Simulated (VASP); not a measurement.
Set up this calculation in VASP 6.6.1, as the native input.

```
Task                   : single point
Functional             : LDA
Potentials or basis    : VASP PAW LDA potentials, release 64 (Cs_sv, H)
Cutoff                 : 520 eV
k mesh                 : 6 × 6 × 6
Occupations            : gaussian, width 0.02 eV
Spin                   : no spin polarisation
Dipole correction      : no
Further INCAR settings : ALGO = Normal; EDIFF = 1e-07; NBANDS = 18
```

The structure of CsH lies in POSCAR:

```
CsH
1.0
    3.0968850045      3.0968850045      0.0000000000
   -3.0968850045      3.0968850045      0.0000000000
    0.0000000000      0.0000000000      5.7361022743
Cs H
2 2
Direct
    0.0000000000      0.0000000000      0.0000000000
    0.5000000000      0.5000000000      0.5000000000
    0.5000000000      0.5000000000      0.0000000000
    0.0000000000      0.0000000000      0.5000000000
```

This cell differs from its parent crystal: uniaxial strain along c: -6.0 %.

The input as run:

INCAR

```
SYSTEM = CsH
PREC     = Accurate       ! precision mode
ENCUT    = 520            ! plane-wave cutoff, eV
EDIFF    = 1E-7           ! SCF threshold, eV
ISMEAR   = 0              ! smearing method
SIGMA    = 0.02           ! smearing width, eV
LREAL    = .False.        ! projectors in reciprocal space
LASPH    = .True.         ! aspherical terms in the spheres
NELM     = 80             ! most SCF steps
ALGO     = Normal         ! electronic algorithm
ISIF     = 2              ! what is computed and relaxed
LWAVE    = .False.        ! write WAVECAR
LCHARG   = .True.         ! write CHGCAR
GGA      = CA             ! functional
LELF     = .True.         ! ELF
LVHAR    = .True.       
NBANDS   = 18             ! bands
```

KPOINTS

```
Automatic mesh
0
Gamma
  6 6 6
  0 0 0
```

Potentials or basis: VASP PAW LDA potentials, release 64 (Cs_sv, H).

Run with:

```console
$ cat potpaw_LDA.64/Cs_sv/POTCAR potpaw_LDA.64/H/POTCAR > POTCAR
$ mpirun -np 1 vasp_std > vasp.out
```

It gave:

| Item | Value |
| --- | --- |
| Pressure | 0.7 GPa |
| Band gap on the k mesh | 1.62 eV |

Caveat: the cell differs from its parent crystal (uniaxial strain along c: -6.0 %); spin-orbit coupling is left out, which moves the levels of the heavy elements.

Wall time 2.2 min on 1 thread of Intel Xeon 8259CL (shared host), peak memory 0.23 GiB.
